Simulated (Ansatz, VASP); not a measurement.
# One calculation of BaS, two programs

The input INCAR:

```
SYSTEM = BaS
ALGO     = Normal         ! electronic algorithm
EDIFF    = 1E-6           ! SCF threshold, eV
ENCUT    = 520            ! plane-wave cutoff, eV
GGA      = PE             ! functional
ISIF     = 2              ! what is computed and relaxed
ISMEAR   = 0              ! smearing method
LASPH    = .TRUE.         ! aspherical terms in the spheres
LCHARG   = .TRUE.         ! write CHGCAR
LELF     = .TRUE.         ! ELF
LREAL    = .FALSE.        ! projectors in reciprocal space
LVHAR    = .TRUE.       
LWAVE    = .FALSE.        ! write WAVECAR
NBANDS   = 15             ! bands
NELM     = 80             ! most SCF steps
PREC     = Accurate       ! precision mode
SIGMA    = 0.02           ! smearing width, eV
```

The input KPOINTS:

```
k-points
0
G
  8 8 8
  0 0 0
```

POSCAR

```
BaS
1.0
    0.0000000000      3.1937500000      3.1937500000
    3.1937500000      0.0000000000      3.1937500000
    3.1937500000      3.1937500000      0.0000000000
Ba S
1 1
Direct
    0.0000000000      0.0000000000      0.0000000000
    0.5000000000      0.5000000000      0.5000000000
```

Input for Ansatz:

```yaml
crystal:
  lattice:
    - [0.0, 3.19375, 3.19375]
    - [3.19375, 0.0, 3.19375]
    - [3.19375, 3.19375, 0.0]
  atoms:
    - { symbol: Ba, position: [0.0, 0.0, 0.0] }
    - { symbol: S, position: [0.5, 0.5, 0.5] }
basis:
  ecutwfc: 420
kpoints:
  mp_grid: { grid: [8, 8, 8] }
hamiltonian:
  xc: pbe
scf:
  occupations: { method: gaussian, width: 0.02 }
output:
  forces: true
  stress: true
  eigenvalues: true
  populations: true
```

Alike in both runs: task single point; functional PBE; k mesh 8 × 8 × 8; occupations gaussian, width 0.02 eV; no spin polarisation.

```csv
,VASP,Ansatz
version,VASP 6.6.1,Ansatz 0.2.0
potentials or method,"VASP PAW PBE potentials, release 64 (Ba_sv, S), cutoff 520 eV","scalar-relativistic, plane waves, PAW"
valence electrons in the cell,16,16
```

VASP gave:

```
gap on the k mesh at the Fermi level (eV) : 2.11
least direct gap on the mesh (eV)         : 2.24
pressure (GPa)                            : 1.4
```

Task: Which values does Ansatz return?

Result: gap on the k mesh at the Fermi level (eV): 2.21; least direct gap on the mesh (eV): 2.31; pressure (GPa): 0.8.

The functional is the same, so the differences come from potentials, cutoffs and numerics.

Neither program's run includes spin-orbit coupling.
